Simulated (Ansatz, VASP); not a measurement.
**One calculation of SrTiO3, two programs**

File INCAR:

```
PREC = Accurate
ENCUT = 520
EDIFF = 1E-6
ISMEAR = 0
SIGMA = 0.05
LREAL = Auto
LASPH = True
NELM = 100
ALGO = Normal
ISIF = 2
LWAVE = False
LCHARG = True
LDIPOL = True
IDIPOL = 3
DIPOL = 0.5 0.5 0.508
GGA = PS
LELF = True
LVHAR = True
LVACPOTAV = True
NBANDS = 141
```

KPOINTS

```
regular mesh
0
Gamma
  5 5 1
```

File POSCAR:

```
SrTiO3
1.0
    5.4870893870      0.0000000000      0.0000000000
    0.0000000000      5.4870893870      0.0000000000
    0.0000000000      0.0000000000     24.7607832423
Sr O Ti
6 18 6
Direct
    0.5000000000      0.0000000000      0.3028983343
    0.0000000000      0.5000000000      0.3028983343
    0.0000000000      0.5000000000      0.4605796669
    0.5000000000      0.0000000000      0.4605796669
    0.5000000000      0.0000000000      0.6182609994
    0.0000000000      0.5000000000      0.6182609994
    0.0000000000      0.0000000000      0.3028983343
    0.5000000000      0.5000000000      0.3028983343
    0.7746454728      0.7253545272      0.3817390006
    0.2746454728      0.7746454728      0.3817390006
    0.2253545272      0.2746454728      0.3817390006
    0.7253545272      0.2253545272      0.3817390006
    0.5000000000      0.5000000000      0.4605796669
    0.0000000000      0.0000000000      0.4605796669
    0.2746454728      0.2253545272      0.5394203331
    0.7746454728      0.2746454728      0.5394203331
    0.7253545272      0.7746454728      0.5394203331
    0.2253545272      0.7253545272      0.5394203331
    0.0000000000      0.0000000000      0.6182609994
    0.5000000000      0.5000000000      0.6182609994
    0.7746454728      0.7253545272      0.6971016657
    0.2746454728      0.7746454728      0.6971016657
    0.2253545272      0.2746454728      0.6971016657
    0.7253545272      0.2253545272      0.6971016657
    0.5000000000      0.5000000000      0.3817390006
    0.0000000000      0.0000000000      0.3817390006
    0.0000000000      0.0000000000      0.5394203331
    0.5000000000      0.5000000000      0.5394203331
    0.5000000000      0.5000000000      0.6971016657
    0.0000000000      0.0000000000      0.6971016657
```

Input for Ansatz:

```yaml
crystal:
  lattice:
    - [5.487089387, 0.0, 0.0]
    - [0.0, 5.487089387, 0.0]
    - [0.0, 0.0, 24.7607832423]
  atoms:
    - { symbol: Sr, position: [0.5, 0.0, 0.3028983343] }
    - { symbol: Sr, position: [0.0, 0.5, 0.3028983343] }
    - { symbol: O, position: [0.0, 0.0, 0.3028983343] }
    - { symbol: O, position: [0.5, 0.5, 0.3028983343] }
    - { symbol: Ti, position: [0.5, 0.5, 0.3817390006] }
    - { symbol: Ti, position: [0.0, 0.0, 0.3817390006] }
    - { symbol: O, position: [0.7746454728, 0.7253545272, 0.3817390006] }
    - { symbol: O, position: [0.2746454728, 0.7746454728, 0.3817390006] }
    - { symbol: O, position: [0.2253545272, 0.2746454728, 0.3817390006] }
    - { symbol: O, position: [0.7253545272, 0.2253545272, 0.3817390006] }
    - { symbol: Sr, position: [0.0, 0.5, 0.4605796669] }
    - { symbol: Sr, position: [0.5, 0.0, 0.4605796669] }
    - { symbol: O, position: [0.5, 0.5, 0.4605796669] }
    - { symbol: O, position: [0.0, 0.0, 0.4605796669] }
    - { symbol: Ti, position: [0.0, 0.0, 0.5394203331] }
    - { symbol: Ti, position: [0.5, 0.5, 0.5394203331] }
    - { symbol: O, position: [0.2746454728, 0.2253545272, 0.5394203331] }
    - { symbol: O, position: [0.7746454728, 0.2746454728, 0.5394203331] }
    - { symbol: O, position: [0.7253545272, 0.7746454728, 0.5394203331] }
    - { symbol: O, position: [0.2253545272, 0.7253545272, 0.5394203331] }
    - { symbol: Sr, position: [0.5, 0.0, 0.6182609994] }
    - { symbol: Sr, position: [0.0, 0.5, 0.6182609994] }
    - { symbol: O, position: [0.0, 0.0, 0.6182609994] }
    - { symbol: O, position: [0.5, 0.5, 0.6182609994] }
    - { symbol: Ti, position: [0.5, 0.5, 0.6971016657] }
    - { symbol: Ti, position: [0.0, 0.0, 0.6971016657] }
    - { symbol: O, position: [0.7746454728, 0.7253545272, 0.6971016657] }
    - { symbol: O, position: [0.2746454728, 0.7746454728, 0.6971016657] }
    - { symbol: O, position: [0.2253545272, 0.2746454728, 0.6971016657] }
    - { symbol: O, position: [0.7253545272, 0.2253545272, 0.6971016657] }
basis:
  ecutwfc: 420
kpoints:
  mp_grid: { grid: [5, 5, 1] }
hamiltonian:
  xc: pbesol
scf:
  occupations: { method: gaussian, width: 0.05 }
output:
  forces: true
  stress: true
  eigenvalues: true
  write_density: true
  write_potential: true
  elf: true
  volumetric_format: npy
efield:
  axis: 3
  dipole_correction: true
  ramp_width: 0.04
```

Alike in both runs: task single point; functional PBEsol; k mesh 5 × 5 × 1; occupations gaussian, width 0.05 eV; no spin polarisation.

```csv
,VASP,Ansatz
version,VASP 6.6.1,Ansatz 0.2.0
potentials or method,"VASP PAW PBE potentials, release 64 (Sr_sv, O, Ti_sv), cutoff 520 eV","scalar-relativistic, plane waves, PAW"
valence electrons in the cell,240,240
```

Ansatz gave:

| Item | Value |
| --- | --- |
| gap on the k mesh at the Fermi level (eV) | 1.11 |
| least direct gap on the mesh (eV) | 1.11 |
| rms of the force components (eV/Å) | 0.450 |

**Question.** Which values does VASP return?

**Answer.** gap on the k mesh at the Fermi level (eV): 1.08; least direct gap on the mesh (eV): 1.08; rms of the force components (eV/Å): 0.442.

VASP's potentials were made for PBE, not for PBEsol. Ansatz's warnings: xc potential rough in thin density.
